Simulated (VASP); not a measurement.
Write the native input for VASP 6.6.1 that does the following.

* Task: single point
* Functional: LDA
* Potentials or basis: VASP PAW LDA potentials, release 64 (Cs_sv, H)
* Cutoff: 520 eV
* k mesh: 8 × 8 × 8
* Occupations: gaussian, width 0.02 eV
* Spin: no spin polarisation
* Dipole correction: no
* Further INCAR settings: ALGO = Normal; EDIFF = 1e-06; NBANDS = 12

The structure of CsH lies in POSCAR:

```
CsH
1.0
    3.6385986753      0.0000000000      0.0000000000
    0.0000000000      3.6385986753      0.0000000000
    0.0000000000      0.0000000000      3.6385986753
Cs H
1 1
Direct
    0.0000000000      0.0000000000      0.0000000000
    0.5000000000      0.5000000000      0.5000000000
```

One way to write it, as run:

INCAR

```
SYSTEM = CsH
PREC = Accurate
ENCUT = 520
EDIFF = 1E-6
ISMEAR = 0
SIGMA = 0.02
LREAL = .FALSE.
LASPH = .TRUE.
NELM = 80
ALGO = Normal
ISIF = 2
LWAVE = .FALSE.
LCHARG = .FALSE.
GGA = CA
NBANDS = 12
```

KPOINTS

```
regular mesh
0
G
  8 8 8
  0 0 0
```

Potentials or basis: VASP PAW LDA potentials, release 64 (Cs_sv, H).

The run is started by

```bash
$ cat potpaw_LDA.64/Cs_sv/POTCAR potpaw_LDA.64/H/POTCAR > POTCAR
$ mpirun -np 1 vasp_std > vasp.out
```

Results of the run:

```yaml
Pressure: 0.1 GPa
Band_gap_on_the_k_mesh: 2.35 eV
```

Caveat: spin-orbit coupling is left out, which moves the levels of the heavy elements.

Wall time 17 s on 1 thread of Intel(R) Xeon(R) Platinum 8259CL CPU @ 2.50GHz (Skylake/Cascade Lake), on a shared host, peak memory 0.14 GiB.
